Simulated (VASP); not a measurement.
# Ti (Fm-3m) in VASP: further runs, part 2 of 2

VASP 6.6.1.

### Step 3. Single point, PBEsol

Contents of INCAR:

```
SYSTEM = Ti
PREC     = Accurate       ! precision mode
ENCUT    = 520            ! plane-wave cutoff, eV
EDIFF    = 1E-7           ! SCF threshold, eV
ISMEAR   = 0              ! smearing method
SIGMA    = 0.02           ! smearing width, eV
LREAL    = .False.        ! projectors in reciprocal space
LASPH    = .True.         ! aspherical terms in the spheres
NELM     = 80             ! most SCF steps
ALGO     = Normal         ! electronic algorithm
ISIF     = 2              ! what is computed and relaxed
LWAVE    = .False.        ! write WAVECAR
LCHARG   = .False.        ! write CHGCAR
GGA      = PS             ! functional
NBANDS   = 12             ! bands
```

Contents of KPOINTS:

```
Automatic mesh
0
Gamma
  11 11 11
  0 0 0
```

Contents of POSCAR:

```
Ti
1.0
    2.8708535300      0.0000000000      0.0000000000
    1.4354267650      2.4862320875      0.0000000000
    1.4354267650      0.8287440292      2.3440420916
Ti
1
Direct
    0.0000000000      0.0000000000      0.0000000000
```

Potentials or basis: VASP PAW PBE potentials, release 64 (Ti_sv).

The run is started by

```bash
> cat potpaw_PBE.64/Ti_sv/POTCAR > POTCAR
> mpirun -np 1 vasp_std > vasp.out
```

OUTCAR:

```text
SYSTEM = Ti
   PREC = Accurate
   ENCUT = 520
   EDIFF = 1E-7
   ISMEAR = 0
   LREAL = .False.
   LASPH = .True.
   NELM = 80
   ISIF = 2
   GGA = PS

 ion  position               nearest neighbor table
   1  0.000  0.000  0.000-

  LATTYP: Found a face centered cubic cell.
 ALAT       =     4.0599999977

  Lattice vectors:

 A1 = (   2.8708535300,   0.0000000000,   0.0000000000)
 A2 = (   1.4354267650,   2.4862320875,   0.0000000000)
 A3 = (   1.4354267650,   0.8287440292,   2.3440420916)

Analysis of symmetry for initial positions (statically):
=====================================================================
 Subroutine PRICEL returns:
 Original cell was already a primitive cell.

 Routine SETGRP: Setting up the symmetry group for a
 face centered cubic supercell.

 Subroutine GETGRP returns: Found 48 space group operations
 (whereof 48 operations were pure point group operations)
 out of a pool of 48 trial point group operations.

The static configuration has the point symmetry O_h .

Analysis of symmetry for dynamics (positions and initial velocities):
=====================================================================
 Subroutine PRICEL returns:
 Original cell was already a primitive cell.

 Routine SETGRP: Setting up the symmetry group for a
 face centered cubic supercell.

 Subroutine GETGRP returns: Found 48 space group operations
 (whereof 48 operations were pure point group operations)
 out of a pool of 48 trial point group operations.

The dynamic configuration has the point symmetry O_h .

 Subroutine INISYM returns: Found 48 space group operations
 (whereof 48 operations are pure point group operations),
 and found     1 'primitive' translations

----------------------------------------------------------------------------------------

                                     Primitive cell

  volume of cell :      16.7309

  direct lattice vectors                    reciprocal lattice vectors
     2.870853530  0.000000000  0.000000000     0.348328464 -0.201107532 -0.142204500
     1.435426765  2.486232087  0.000000000     0.000000000  0.402215065 -0.142204500
     1.435426765  0.828744029  2.344042092     0.000000000  0.000000000  0.426613500

  length of vectors
     2.870853530  2.870853530  2.870853530     0.426613500  0.426613500  0.426613500

  position of ions in fractional coordinates (direct lattice)
     0.000000000  0.000000000  0.000000000

  ion indices of the primitive-cell ions
   primitive index   ion index
                 1           1

----------------------------------------------------------------------------------------

 KPOINTS: Automatic mesh

Automatic generation of k-mesh.
 Grid dimensions read from file:
 generate k-points for:   11   11   11

 Generating k-lattice:

  Cartesian coordinates                     Fractional coordinates (reciprocal lattice)
     0.031666224 -0.018282503 -0.012927682     0.090909091  0.000000000  0.000000000
     0.000000000  0.036565006 -0.012927682     0.000000000  0.090909091 -0.000000000
     0.000000000  0.000000000  0.038783045     0.000000000  0.000000000  0.090909091

  Length of vectors
     0.038783045  0.038783045  0.038783045

  Shift w.r.t. Gamma in fractional coordinates (k-lattice)
     0.000000000  0.000000000  0.000000000

 Subroutine IBZKPT returns following result:
 ===========================================

 Found     56 irreducible k-points:

 Following reciprocal coordinates:
            Coordinates               Weight
  0.000000  0.000000  0.000000      1.000000
  0.090909 -0.000000  0.000000      8.000000
  0.181818  0.000000  0.000000      8.000000
  0.272727 -0.000000  0.000000      8.000000
  0.363636 -0.000000  0.000000      8.000000
  0.454545 -0.000000  0.000000      8.000000
[... 16 lines left out ...]
 -0.272727  0.181818 -0.000000     24.000000
 -0.181818  0.181818 -0.000000     12.000000
 [... further k-points ...]
   k-points           NKPTS =     56   k-points in BZ     NKDIM =     56   number of bands    NBANDS=     12
   number of dos      NEDOS =    301   number of ions     NIONS =      1
   total plane-waves  NPLWV =  13824
   dimension x,y,z NGX =    24 NGY =   24 NGZ =   24
   dimension x,y,z NGXF=    48 NGYF=   48 NGZF=   48
   ions per type =               1
   NGX,Y,Z   is equivalent  to a cutoff of  13.90, 13.90, 13.90 a.u.
   NGXF,Y,Z  is equivalent  to a cutoff of  27.80, 27.80, 27.80 a.u.
 SYSTEM =  Ti
   PREC   = accura    normal or accurate (medium, high low for compatibility)
   ISTART =      0    job   : 0-new  1-cont  2-samecut
   ICHARG =      2    charge: 1-file 2-atom 10-const
   ISPIN  =      1    spin polarized calculation?
   LNONCOLLINEAR =      F non collinear calculations
   LSORBIT =      F    spin-orbit coupling
   LASPH  =      T    aspherical Exc in radial PAW
   ENCUT  =  520.0 eV  38.22 Ry    6.18 a.u.   5.34  5.34  5.34*2*pi/ulx,y,z
   NELM   =     80;   NELMIN=  2; NELMDL= -5     # of ELM steps
   EDIFF  = 0.1E-06   stopping-criterion for ELM
   LREAL  =      F    real-space projection
   EDIFFG = 0.1E-05   stopping-criterion for IOM
   NSW    =      0    number of steps for IOM
   IBRION =     -1    ionic relax: 0-MD 1-quasi-New 2-CG
   NFREE  =      0    steps in history (QN), initial steepest desc. (CG)
   ISIF   =      2    stress and relaxation
   ISYM   =      2    0-nonsym 1-usesym 2-fastsym
   POTIM  = 0.5000    time-step for ionic-motion
   TEBEG  =    0.0;   TEEND  =   0.0 temperature during run
   PSTRESS=    0.0 pullay stress
   NELECT =      12.0000    total number of electrons
   NUPDOWN=      -1.0000    fix difference up-down
   EMIN   =  10.00;   EMAX   =-10.00  energy-range for DOS
   EFERMI =   0.00;   METHOD = LEGACY
   ISMEAR =     0;   SIGMA  =   0.02  broadening in eV -4-tet -1-fermi 0-gaus
   EFERMI_NEDOS =   21; number of points for ismear=-14 and -15
   IALGO  =     38    algorithm
   IMIX   =      4    mixing-type and parameters
     AMIX     =   0.40;   BMIX     =  1.00
     AMIX_MAG =   1.60;   BMIX_MAG =  1.00
  volume/ion in A,a.u.               =      16.73       112.91
  Fermi-wavevector in a.u.,A,eV,Ry     =   1.465421  2.769245 29.217967  2.147460
  Thomas-Fermi vector in A             =   2.581280
   LORBIT       =      0    0 simple, 1 ext, 2 COOP (PROOUT), +10 PAW based schemes
   GGA     = PS    functional components
   LHFCALC =     F    Hartree Fock is set to
   AEXX    =    0.0000 exact exchange contribution
   IVDW    =     0    specifies the selected vdW correction
   LEPSILON=     F    determine dielectric tensor
   LRPA    =     F    only Hartree local field effects (RPA)
 non-spin polarized calculation
 Gauss-broadening in eV      SIGMA  =   0.02
  energy-cutoff  :      520.00
  volume of cell :       16.73
 maximum number of plane-waves:       463
 NGX is ok and might be reduce to    24
   NGX = 11   NGY = 11   NGZ = 11

 number of electron      12.0000002 magnetization

 Free energy of the ion-electron system (eV)
  ---------------------------------------------------
  ext. energy  EPLUGINS =         0.00000000
  ---------------------------------------------------
  free energy    TOTEN  =        -8.28906488 eV

  energy without entropy =       -8.28902396  energy(sigma->0) =       -8.28904442

 E-fermi :   8.4798     XC(G=0): -11.8124

 val. band max:        8.4637394615   @ k =   0.1818   0.1818   0.0000
 cond. band min:       8.5260973873   @ k =   0.2727  -0.0000   0.0000
 fundamental gap:      0.0623579258
 Fermi energy:         8.4797847323

 k-point     1 :       0.0000    0.0000    0.0000
  band No.  band energies     occupation
      1     -47.8929      2.00000
      2     -23.8014      2.00000
      3     -23.8014      2.00000
      4     -23.8014      2.00000
      5       2.3091      2.00000
      6       9.4127      0.00000
      7       9.4127      0.00000
      8       9.4127      0.00000
      9      11.1237      0.00000
     10      11.1237      0.00000
     11      23.9742      0.00000
     12      28.5827      0.00000
[... 331 lines left out ...]
 k-point    24 :      -0.1818    0.1818   -0.0000
  band No.  band energies     occupation
      1     -47.7969      2.00000
      2     -24.2262      2.00000
      3     -23.9757      2.00000
      4     -23.8500      2.00000
      5       4.8488      2.00000
      6       8.3038      2.00000
      7       9.3182      0.00000
      8      10.3120      0.00000
      9      10.3455      0.00000
     10      12.1394      0.00000
     11      22.3138      0.00000
     12      22.8610      0.00000

 [... further k-points ...]

------------------------ aborting loop because EDIFF is reached ----------------------------------------

  FORCE on cell =-STRESS in cart. coord.  units (eV):
  Direction    XX          YY          ZZ          XY          YZ          ZX
  --------------------------------------------------------------------------------------
  -------------------------------------------------------------------------------------
  Total       -0.1212083     -0.1212083     -0.1212083      0.0000000     -0.0000000      0.0000000
  in kB      -11.6071329    -11.6071329    -11.6071329      0.0000000     -0.0000000      0.0000000
  external PRESSURE =     -11.6071329 kB  Pullay stress =       0.0000000 kB

 VOLUME and BASIS-vectors are now :
 -----------------------------------------------------------------------------
  energy-cutoff  :      520.00
  volume of cell :       16.73
      direct lattice vectors                 reciprocal lattice vectors
     2.870853530  0.000000000  0.000000000     0.348328464 -0.201107532 -0.142204500
     1.435426765  2.486232087  0.000000000     0.000000000  0.402215065 -0.142204500
     1.435426765  0.828744029  2.344042092     0.000000000  0.000000000  0.426613500

 POSITION                                       TOTAL-FORCE (eV/Angst)
 -----------------------------------------------------------------------------------
      0.00000      0.00000      0.00000         0.000000     -0.000000      0.000000
 -----------------------------------------------------------------------------------
    total drift:                               -0.000000     -0.000000     -0.000000

  FREE ENERGIE OF THE ION-ELECTRON SYSTEM (eV)
  ---------------------------------------------------
  free  energy   TOTEN  =        -8.2890648828 eV

  energy  without entropy=       -8.2890239572  energy(sigma->0) =       -8.28904442
```

Run time: 30 s. Hardware: 1 thread of AMD EPYC 7R13, shared host; peak memory 0.11 GiB.

What came out:

```yaml
Free_energy: -8.2891 eV
Pressure: -1.2 GPa
Band_gap_on_the_k_mesh: zero (band 6 reaches 9.41 eV, above the bottom of band 7 at 8.22 eV)
```

Levels at points of the mesh, in eV from the Fermi level:
```csv
k point,band 4,band 5,band 6,band 7,band 8,band 9
"(0.00, 0.00, 0.00)",-32.28,-6.17,0.93,0.93,0.93,2.64
```

Caveat: the PAW data sets were made with another functional, which shifts forces and pressure a little.
